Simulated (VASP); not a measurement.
Runs of VASP 6.6.1 on Hf. The structure is that of space group Im-3m (No. 229), or close to it. The cells are those of the table. This isn't the form of Hf at room conditions, which is hcp.

```tsv
task	cell	gap on the mesh (eV)	pressure (GPa)
relaxation of cell and atoms	relaxed to 40 GPa from a = 3.074 Å, angles 109.5°, 1 atom	none	40.1
relaxation of cell and atoms	relaxed to 60 GPa from a = 3.074 Å, angles 109.5°, 1 atom	none	60.0
relaxation of cell and atoms	relaxed from a = 3.074 Å, angles 109.5°, 1 atom	none	0.0
single point	a = 3.072 Å, angles 109.5°, 1 atom	none	(a)
single point	a = 2.740 Å, angles 109.5°, 1 atom	none	59.5
relaxation of cell and atoms	relaxed to 20 GPa from a = 3.074 Å, angles 109.5°, 1 atom	none	20.1
single point	a = 2.914 Å, angles 109.5°, 1 atom	none	19.7
single point	a = 2.814 Å, angles 109.5°, 1 atom	none	39.7
```

Alike in all rows: level PBE; potentials or basis VASP PAW PBE potentials, release 64 (Hf_pv); no spin polarisation; k mesh 17 × 17 × 17; cutoff (eV) 500; smearing fermi-dirac 0.05 eV.

Problem. Estimate the missing entries.

Solution. (a) -0.3.

Caveats: spin-orbit coupling is left out, which moves the levels of the heavy elements; the cell is relaxed towards a set pressure, so the run minimises the enthalpy, not the energy (at least some runs); the cell stands under pressure (at least some runs).

A k mesh can miss the band edges, and the runs leave out spin-orbit coupling on Hf.

A gap of «none» marks levels without a gap at the run's occupations.
